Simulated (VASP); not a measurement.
C (a cell with a defect): single point with PBE

C (a cell with a defect):

```xyz
15
Lattice="3.5715 0.0000 -3.5715 0.0000 3.5715 -3.5715 3.5715 3.5715 0.0000" Properties=species:S:1:pos:R:3 pbc="T T T"
C     1.7858    1.7858   -1.7858
C     3.5715    5.3573   -3.5715
C     1.7858    3.5715   -3.5715
C     5.3573    3.5715   -3.5715
C     3.5715    1.7858   -3.5715
C     5.3573    5.3573   -5.3573
C     3.5715    3.5715   -5.3573
C     0.8929    0.8929   -0.8929
C     2.6787    2.6787   -0.8929
C     0.8929    2.6787   -2.6787
C     2.7992    4.3439   -1.9152
C     2.6787    0.8929   -2.6787
C     4.4644    2.6787   -2.6787
C     2.6787    2.6787   -4.4644
C     4.4644    4.4644   -4.4644
```

This cell differs from its parent crystal: atoms taken out, atom 11 moved 0.375 of the way to it and +0.525 Å across, host rigid.

```json
{
  "Program": "VASP 6.6.1",
  "Task": "single point",
  "Functional": "PBE",
  "Potentials or basis": "VASP PAW PBE potentials, release 64 (C)",
  "Cutoff": "520 eV",
  "k mesh": "6 × 6 × 6",
  "Occupations": "gaussian, width 0.05 eV",
  "Spin": "no spin polarisation"
}
```

| Property | Result |
| --- | --- |
| Pressure | -3.5 GPa |
| Largest force | 8.309 eV/Å |
| Band gap on the k mesh | zero (bands 30 and 31 overlap by 1.67 eV) |

Forces on the atoms (eV/Å):
```
C   -0.201  0.201 -0.334
C    2.064  1.684 -0.944
C   -1.684 -2.064 -0.944
C   -1.030  0.231  1.169
C   -0.231  1.030  1.169
C   -1.636  1.636  3.394
C    0.048 -0.048 -0.296
C    1.037  2.700  1.086
C   -2.700 -1.037  1.086
C    0.127 -0.127  0.067
C    3.435 -3.435 -6.742
C    0.097 -0.097 -0.032
C    2.646 -2.646 -2.321
C    0.041  2.015  1.821
C   -2.015 -0.041  1.821
```

Stress tensor (GPa, compression positive):
```
 -1.16   8.44 -17.23
  8.44  -1.16  17.23
-17.23  17.23  -8.09
```

Levels at points of the mesh, in eV from the Fermi level:
```tsv
k point	band 27	band 28	band 29	band 30	band 31	band 32	band 33	band 34
(0.00, 0.00, 0.00)	-1.45	-1.26	-1.25	1.29	1.47	1.89	3.33	3.46
(0.50, 0.00, 0.00)	-2.52	-2.27	-2.27	-2.04	2.33	2.36	3.33	3.57
(0.00, 0.50, 0.00)	-3.68	-1.28	-1.10	-0.33	0.45	1.06	3.98	4.62
(0.00, 0.00, 0.50)	-3.17	-2.24	-2.08	-1.57	0.84	2.02	2.97	4.67
(0.50, 0.50, 0.00)	-3.44	-3.32	-1.34	-1.09	-0.38	0.76	3.60	4.49
(0.00, 0.50, 0.50)	-3.75	-3.40	-1.84	-1.12	-0.01	2.42	2.85	3.88
```

Run time: 9.2 min on 1 thread of AMD EPYC 9R14 (Zen 4) (shared host), peak memory 0.29 GiB.

Caveat: the cell differs from its parent crystal (atoms taken out, atom 11 moved 0.375 of the way to it and +0.525 Å across, host rigid).
